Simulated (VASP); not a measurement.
# Cu in VASP: notebook

Cu is run at these levels: PBEsol; tasks: single point.

Program: VASP 6.6.1. These are calculated values, not measurements. Logs are shortened: lines on timing, memory, paths and dates and some standing lists are left out, and cuts for length are marked.

## 1. The cell of the first run

The cell holds a slab with vacuum, 6 atoms: a = 2.495 Å, b = 2.495 Å, c = 24.569 Å, α = 90.00°, β = 90.00°, γ = 120.00°.

## 2. Single point, PBEsol

INCAR reads:

```
ALGO = Fast
EDIFF = 1E-6
ENCUT = 520
GGA = PS
ISIF = 2
ISMEAR = 0
LASPH = True
LCHARG = True
LELF = True
LREAL = False
LVHAR = True
LWAVE = False
NBANDS = 42
NELM = 80
PREC = Accurate
SIGMA = 0.1
```

KPOINTS reads:

```
k-points
0
Gamma
  18 18 2
```

POSCAR reads:

```
Cu
1.0
    2.4947012523      0.0000000000      0.0000000000
   -1.2473506261      2.1604746593      0.0000000000
    0.0000000000      0.0000000000     24.5694588675
Cu
6
Direct
    0.0000000000      0.0000000000      0.3738265934
    0.6666666667      0.3333333333      0.2899969346
    0.3333333333      0.6666666667      0.4579262698
    0.0000000000      0.0000000000      0.6261734066
    0.6666666667      0.3333333333      0.5420737302
    0.3333333333      0.6666666667      0.7100030654
```

Potentials or basis: VASP PAW PBE potentials, release 64 (Cu).

The run is started by

```
$ cat potpaw_PBE.64/Cu/POTCAR > POTCAR
$ mpirun -np 1 vasp_std > vasp.out
```

OUTCAR:

```text
EDIFF = 1E-6
   ENCUT = 520
   GGA = PS
   ISIF = 2
   ISMEAR = 0
   LASPH = True
   LREAL = False
   NELM = 80
   PREC = Accurate

 ion  position               nearest neighbor table
   1  0.000  0.000  0.374-   2 2.51   2 2.51   2 2.51   3 2.52   3 2.52   3 2.52
   2  0.667  0.333  0.290-   1 2.51   1 2.51   1 2.51
   3  0.333  0.667  0.458-   1 2.52   1 2.52   1 2.52   5 2.52   5 2.52   5 2.52
   4  0.000  0.000  0.626-   6 2.51   6 2.51   6 2.51   5 2.52   5 2.52   5 2.52
   5  0.667  0.333  0.542-   4 2.52   4 2.52   4 2.52   3 2.52   3 2.52   3 2.52
   6  0.333  0.667  0.710-   4 2.51   4 2.51   4 2.51

  LATTYP: Found a hexagonal cell.
 ALAT       =     2.4947012523
 C/A-ratio  =     9.8486577681

  Lattice vectors:

 A1 = (   2.4947012523,   0.0000000000,   0.0000000000)
 A2 = (  -1.2473506261,   2.1604746593,   0.0000000000)
 A3 = (   0.0000000000,   0.0000000000,  24.5694588675)

Analysis of symmetry for initial positions (statically):
=====================================================================
 Subroutine PRICEL returns:
 Original cell was already a primitive cell.

 Routine SETGRP: Setting up the symmetry group for a
 hexagonal supercell.

 Subroutine GETGRP returns: Found 12 space group operations
 (whereof 12 operations were pure point group operations)
 out of a pool of 24 trial point group operations.

The static configuration has the point symmetry D_3d.

Analysis of symmetry for dynamics (positions and initial velocities):
=====================================================================
 Subroutine PRICEL returns:
 Original cell was already a primitive cell.

 Routine SETGRP: Setting up the symmetry group for a
 hexagonal supercell.

 Subroutine GETGRP returns: Found 12 space group operations
 (whereof 12 operations were pure point group operations)
 out of a pool of 24 trial point group operations.

The dynamic configuration has the point symmetry D_3d.

 Subroutine INISYM returns: Found 12 space group operations
 (whereof 12 operations are pure point group operations),
 and found     1 'primitive' translations

----------------------------------------------------------------------------------------

                                     Primitive cell

  volume of cell :     132.4230

  direct lattice vectors                    reciprocal lattice vectors
     2.494701252  0.000000000  0.000000000     0.400849600  0.231430625  0.000000000
    -1.247350626  2.160474659  0.000000000     0.000000000  0.462861249  0.000000000
     0.000000000  0.000000000 24.569458867     0.000000000  0.000000000  0.040700937

  length of vectors
     2.494701252  2.494701252 24.569458867     0.462861249  0.462861249  0.040700937

  position of ions in fractional coordinates (direct lattice)
     0.000000000  0.000000000  0.373826593
     0.666666667  0.333333333  0.289996935
     0.333333333  0.666666667  0.457926270
     0.000000000  0.000000000  0.626173407
     0.666666667  0.333333333  0.542073730
     0.333333333  0.666666667  0.710003065

  ion indices of the primitive-cell ions
   primitive index   ion index
                 1           1
                 2           2
                 3           3
                 4           4
                 5           5
                 6           6

----------------------------------------------------------------------------------------

 KPOINTS: k-points

Automatic generation of k-mesh.
 Grid dimensions read from file:
 generate k-points for:   18   18    2

 Generating k-lattice:

  Cartesian coordinates                     Fractional coordinates (reciprocal lattice)
     0.022269422  0.012857257  0.000000000     0.055555556  0.000000000  0.000000000
     0.000000000  0.025714514  0.000000000     0.000000000  0.055555556  0.000000000
     0.000000000  0.000000000  0.020350469     0.000000000  0.000000000  0.500000000

  Length of vectors
     0.025714514  0.025714514  0.020350469

  Shift w.r.t. Gamma in fractional coordinates (k-lattice)
     0.000000000  0.000000000  0.000000000

 Subroutine IBZKPT returns following result:
 ===========================================

 Found     74 irreducible k-points:

 Following reciprocal coordinates:
            Coordinates               Weight
  0.000000  0.000000  0.000000      1.000000
  0.055556  0.000000  0.000000      6.000000
  0.111111  0.000000  0.000000      6.000000
  0.166667  0.000000  0.000000      6.000000
  0.222222  0.000000  0.000000      6.000000
  0.277778  0.000000  0.000000      6.000000
[... 16 lines left out ...]
  0.333333  0.111111  0.000000     12.000000
  0.388889  0.111111  0.000000     12.000000
 [... further k-points ...]
   k-points           NKPTS =     74   k-points in BZ     NKDIM =     74   number of bands    NBANDS=     42
   number of dos      NEDOS =    301   number of ions     NIONS =      6
   total plane-waves  NPLWV =  76800
   dimension x,y,z NGX =    20 NGY =   20 NGZ =  192
   dimension x,y,z NGXF=    40 NGYF=   40 NGZF=  384
   ions per type =               6
   NGX,Y,Z   is equivalent  to a cutoff of  13.33, 13.33, 12.99 a.u.
   NGXF,Y,Z  is equivalent  to a cutoff of  26.66, 26.66, 25.98 a.u.
 SYSTEM =  unknown system
   PREC   = accura    normal or accurate (medium, high low for compatibility)
   ISTART =      0    job   : 0-new  1-cont  2-samecut
   ICHARG =      2    charge: 1-file 2-atom 10-const
   ISPIN  =      1    spin polarized calculation?
   LNONCOLLINEAR =      F non collinear calculations
   LSORBIT =      F    spin-orbit coupling
   LASPH  =      T    aspherical Exc in radial PAW
   ENCUT  =  520.0 eV  38.22 Ry    6.18 a.u.   4.64  4.64 45.68*2*pi/ulx,y,z
   NELM   =     80;   NELMIN=  2; NELMDL= -5     # of ELM steps
   EDIFF  = 0.1E-05   stopping-criterion for ELM
   LREAL  =      F    real-space projection
   EDIFFG = 0.1E-04   stopping-criterion for IOM
   NSW    =      0    number of steps for IOM
   IBRION =     -1    ionic relax: 0-MD 1-quasi-New 2-CG
   NFREE  =      0    steps in history (QN), initial steepest desc. (CG)
   ISIF   =      2    stress and relaxation
   ISYM   =      2    0-nonsym 1-usesym 2-fastsym
   POTIM  = 0.5000    time-step for ionic-motion
   TEBEG  =    0.0;   TEEND  =   0.0 temperature during run
   PSTRESS=    0.0 pullay stress
   NELECT =      66.0000    total number of electrons
   NUPDOWN=      -1.0000    fix difference up-down
   EMIN   =  10.00;   EMAX   =-10.00  energy-range for DOS
   EFERMI =   0.00;   METHOD = LEGACY
   ISMEAR =     0;   SIGMA  =   0.10  broadening in eV -4-tet -1-fermi 0-gaus
   EFERMI_NEDOS =   21; number of points for ismear=-14 and -15
   IALGO  =     68    algorithm
   IMIX   =      4    mixing-type and parameters
     AMIX     =   0.40;   BMIX     =  1.00
     AMIX_MAG =   1.60;   BMIX_MAG =  1.00
  volume/ion in A,a.u.               =      22.07       148.94
  Fermi-wavevector in a.u.,A,eV,Ry     =   1.297981  2.452829 22.922483  1.684755
  Thomas-Fermi vector in A             =   2.429339
   LORBIT       =      0    0 simple, 1 ext, 2 COOP (PROOUT), +10 PAW based schemes
   GGA     = PS    functional components
   LHFCALC =     F    Hartree Fock is set to
   AEXX    =    0.0000 exact exchange contribution
   IVDW    =     0    specifies the selected vdW correction
   LEPSILON=     F    determine dielectric tensor
   LRPA    =     F    only Hartree local field effects (RPA)
 non-spin polarized calculation
 RMM-DIIS sequential band-by-band and
 Gauss-broadening in eV      SIGMA  =   0.10
  energy-cutoff  :      520.00
  volume of cell :      132.42
 maximum number of plane-waves:      3619
 NGX is ok and might be reduce to    20
   NGX =  9   NGY =  9   NGZ = 91

 number of electron      66.0000033 magnetization

 Free energy of the ion-electron system (eV)
  ---------------------------------------------------
  ext. energy  EPLUGINS =         0.00000000
  ---------------------------------------------------
  free energy    TOTEN  =       -24.76472369 eV

  energy without entropy =      -24.75825583  energy(sigma->0) =      -24.76148976

 E-fermi :   1.6531     XC(G=0):  -7.4287

 val. band max:        1.6489515428   @ k =   0.4444   0.0000   0.5000
 cond. band min:       1.6934966590   @ k =   0.3889   0.0000   0.0000
 fundamental gap:      0.0445451162
 Fermi energy:         1.6530761443

 k-point     1 :       0.0000    0.0000    0.0000
  band No.  band energies     occupation
      1      -7.9318      2.00000
      2      -7.2924      2.00000
      3      -6.2502      2.00000
      4      -5.0435      2.00000
      5      -4.1173      2.00000
      6      -3.7992      2.00000
[... 34 lines left out ...]
     41       7.6057      0.00000
     42       9.6134      0.00000

 k-point     2 :       0.0556    0.0000    0.0000
  band No.  band energies     occupation
      1      -7.8270      2.00000
      2      -7.1900      2.00000
      3      -6.1519      2.00000
      4      -4.9512      2.00000
      5      -4.0340      2.00000
      6      -3.7275      2.00000
[... 34 lines left out ...]
     41       7.6965      0.00000
     42       9.7089      0.00000

 k-point     3 :       0.1111    0.0000    0.0000
  band No.  band energies     occupation
      1      -7.5162      2.00000
      2      -6.8869      2.00000
      3      -5.8633      2.00000
      4      -4.6839      2.00000
      5      -3.7956      2.00000
      6      -3.5235      2.00000
[... 34 lines left out ...]
     41       7.9694      0.00000
     42      10.0031      0.00000

 k-point     4 :       0.1667    0.0000    0.0000
  band No.  band energies     occupation
      1      -7.0107      2.00000
      2      -6.3977      2.00000
      3      -5.4058      2.00000
      4      -4.2763      2.00000
      5      -3.4451      2.00000
      6      -3.2248      2.00000
[... 844 lines left out ...]
     41      10.3664      0.00000
     42      11.0625      0.00000

 k-point    23 :       0.3333    0.1111    0.0000
  band No.  band energies     occupation
      1      -3.8046      2.00000
      2      -3.5734      2.00000
      3      -3.3701      2.00000
      4      -3.1163      2.00000
      5      -2.8173      2.00000
      6      -2.7539      2.00000
[... 34 lines left out ...]
     41      10.2615      0.00000
     42      10.6726      0.00000

 k-point    24 :       0.3889    0.1111    0.0000
  band No.  band energies     occupation
      1      -3.4962      2.00000
      2      -3.3260      2.00000
      3      -3.2534      2.00000
      4      -3.1050      2.00000
      5      -2.8643      2.00000
      6      -2.7694      2.00000
[... 34 lines left out ...]
     41       9.7011      0.00000
     42      10.1663      0.00000

 [... further k-points ...]

------------------------ aborting loop because EDIFF is reached ----------------------------------------

  FORCE on cell =-STRESS in cart. coord.  units (eV):
  Direction    XX          YY          ZZ          XY          YZ          ZX
  --------------------------------------------------------------------------------------
  -------------------------------------------------------------------------------------
  Total        0.3230200      0.3230200      0.2304184      0.0000000      0.0000000      0.0000000
  in kB        3.9081992      3.9081992      2.7878185      0.0000000      0.0000000      0.0000000
  external PRESSURE =       3.5347390 kB  Pullay stress =       0.0000000 kB

 VOLUME and BASIS-vectors are now :
 -----------------------------------------------------------------------------
  energy-cutoff  :      520.00
  volume of cell :      132.42
      direct lattice vectors                 reciprocal lattice vectors
     2.494701252  0.000000000  0.000000000     0.400849600  0.231430625  0.000000000
    -1.247350626  2.160474659  0.000000000     0.000000000  0.462861249  0.000000000
     0.000000000  0.000000000 24.569458867     0.000000000  0.000000000  0.040700937

 POSITION                                       TOTAL-FORCE (eV/Angst)
 -----------------------------------------------------------------------------------
      0.00000      0.00000      9.18472        -0.000000      0.000000     -0.001642
      1.24735      0.72016      7.12507         0.000000     -0.000000     -0.024994
     -0.00000      1.44032     11.25100        -0.000000     -0.000000     -0.000870
      0.00000      0.00000     15.38474         0.000000     -0.000000      0.001642
      1.24735      0.72016     13.31846         0.000000      0.000000      0.000870
     -0.00000      1.44032     17.44439        -0.000000      0.000000      0.024994
 -----------------------------------------------------------------------------------
    total drift:                                0.000000      0.000000      0.000000

  FREE ENERGIE OF THE ION-ELECTRON SYSTEM (eV)
  ---------------------------------------------------
  free  energy   TOTEN  =       -24.7647236861 eV

  energy  without entropy=      -24.7582558283  energy(sigma->0) =      -24.76148976
```

It took 5.4 min on 1 thread of Intel Xeon 6975P-C (Granite Rapids), shared host; peak memory 0.44 GiB.

What came out:

```
Free energy            : -24.7647 eV
Largest force          : 0.025 eV/Å
Band gap on the k mesh : zero (bands 33 and 34 overlap by 5.27 eV)
```

Forces on the atoms (eV/Å):
```
Cu   0.000  0.000 -0.002
Cu   0.000  0.000 -0.025
Cu   0.000  0.000 -0.001
Cu   0.000  0.000  0.002
Cu   0.000  0.000  0.001
Cu   0.000  0.000  0.025
```

Levels at points of the mesh, in eV from the Fermi level:
```
           k point  band 30  band 31  band 32  band 33  band 34  band 35  band 36  band 37  band 38  band 39
(0.00, 0.00, 0.00)    -1.87    -1.87    -1.68    -1.68    -1.62    -1.62    -0.96    -0.53     4.43     4.61
(0.50, 0.00, 0.00)    -1.32    -0.55     0.28     0.92     1.29     1.53     1.56     4.40     5.07     5.80
(0.00, 0.00, 0.50)    -1.87    -1.87    -1.68    -1.68    -1.62    -1.62    -0.96    -0.53     4.34     4.86
(0.50, 0.00, 0.50)    -1.32    -0.55     0.28     0.92     1.29     1.53     1.56     4.40     5.07     5.80
```

Caveat: there is no dipole correction, which matters where the two faces differ; the PAW data sets were made with another functional, which shifts forces and pressure a little.

## 3. Single point, PBEsol

INCAR reads:

```
SYSTEM = Cu
  PREC = Accurate
  ENCUT = 520
  EDIFF = 1E-6
  ISMEAR = 0
  SIGMA = 0.15
  LREAL = .FALSE.
  LASPH = .TRUE.
  NELM = 80
  ALGO = Fast
  ISIF = 2
  LWAVE = .FALSE.
  LCHARG = .FALSE.
  GGA = PS
  NBANDS = 42
```

KPOINTS reads:

```
Automatic mesh
0
G
  24 24 2
  0 0 0
```

POSCAR is that of step 2.

Potentials or basis: VASP PAW PBE potentials, release 64 (Cu).

The run is started by

```
$ cat potpaw_PBE.64/Cu/POTCAR > POTCAR
$ mpirun -np 1 vasp_std > vasp.out
```

Run time: 9.1 min. Hardware: 1 thread of Intel Xeon 6975P-C (Granite Rapids), shared host; peak memory 0.58 GiB.

The run converged. Its results:

- Free energy: -24.7615 eV
- Largest force: 0.026 eV/Å
- Band gap on the k mesh: zero (bands 33 and 34 overlap by 5.29 eV)

Forces in eV/Å, atoms in the order of the input:
```
Cu   0.000  0.000 -0.026
Cu   0.000  0.000  0.002
Cu   0.000  0.000  0.006
Cu   0.000  0.000  0.026
Cu   0.000  0.000 -0.006
Cu   0.000  0.000 -0.002
```

Levels at points of the mesh, in eV from the Fermi level:
```
           k point  band 30  band 31  band 32  band 33  band 34  band 35  band 36  band 37
(0.00, 0.00, 0.00)    -1.92    -1.92    -1.71    -1.71    -1.66    -1.66    -1.01    -0.57
(0.50, 0.00, 0.00)    -1.35    -0.59     0.24     0.88     1.24     1.50     1.52     4.36
(0.00, 0.00, 0.50)    -1.92    -1.92    -1.71    -1.71    -1.66    -1.66    -1.01    -0.57
(0.50, 0.00, 0.50)    -1.35    -0.59     0.24     0.88     1.24     1.50     1.52     4.36
```

Caveat: there is no dipole correction, which matters where the two faces differ; the PAW data sets were made with another functional, which shifts forces and pressure a little.

The gap in the log of VASP goes by the Fermi energy; the results here count the filled bands.